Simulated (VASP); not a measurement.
Ti, 1 atom in the cell. It takes space group Fm-3m (No. 225, cubic). Conventional cell: a = 4.001 Å, b = 4.001 Å, c = 4.001 Å, α = 90.00°, β = 90.00°, γ = 90.00°. Within 3.7 Å of Ti (site symmetry m-3m) lie 12 Ti at 2.83 Å. 

| Quantity | Value |
| --- | --- |
| Program | VASP 6.6.1 |
| Task | relaxation of cell and atoms |
| Functional | LDA |
| Potentials or basis | VASP PAW LDA potentials, release 64 (Ti_sv) |
| Cutoff | 600 eV |
| k mesh | 20 × 20 × 20 |
| Occupations | fermi-dirac, width 0.15 eV |
| Spin | no spin polarisation |
| Dipole correction | no |
| Further INCAR settings | ALGO = Fast; EDIFF = 1e-06; IBRION = 2; EDIFFG = -0.001; NSW = 80; ISIF = 3 |

Potentials or basis: VASP PAW LDA potentials, release 64 (Ti_sv).

Command:

```bash
$ cat potpaw_LDA.64/Ti_sv/POTCAR > POTCAR
$ mpirun -np 1 vasp_std > vasp.out
```

Hardware: 1 thread of Intel(R) Xeon(R) 6975P-C (Granite Rapids), on a shared host.

Problem. Estimate the wall time of this run.

Solution. Run time: 2.7 min on 1 thread of Intel(R) Xeon(R) 6975P-C (Granite Rapids), on a shared host, peak memory 0.19 GiB. Counts: scf iterations 123, k points 256, ion steps 9.
